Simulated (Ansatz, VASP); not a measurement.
## Si: VASP beside Ansatz

```
Si
1.0
     0.00000    2.48416    2.48416
     2.48416    0.00000    2.48416
     2.48416    2.48416    0.00000
Si
2
Cartesian
  3.7262 3.7262 3.7262
  2.4842 2.4842 2.4842
```

Alike in both runs: task single point; functional r2SCAN; k mesh 16 × 16 × 16; occupations gaussian, width 0.05 eV; no spin polarisation.

|  | VASP | Ansatz |
| --- | --- | --- |
| version | VASP 6.6.1 | Ansatz 0.2.0 |
| potentials or method | VASP PAW PBE potentials, release 64 (Si), cutoff 520 eV | scalar-relativistic, plane waves, PAW |
| valence electrons in the cell | 8 | 8 |

```csv
,VASP,Ansatz,Ansatz less VASP
gap on the k mesh at the Fermi level (eV),0.17,0.15,-0.023
least direct gap on the mesh (eV),2.83,2.80,-0.031
```

VASP's potentials were made for PBE, not for r2SCAN. The functional is the same, so the differences come from potentials, cutoffs and numerics.
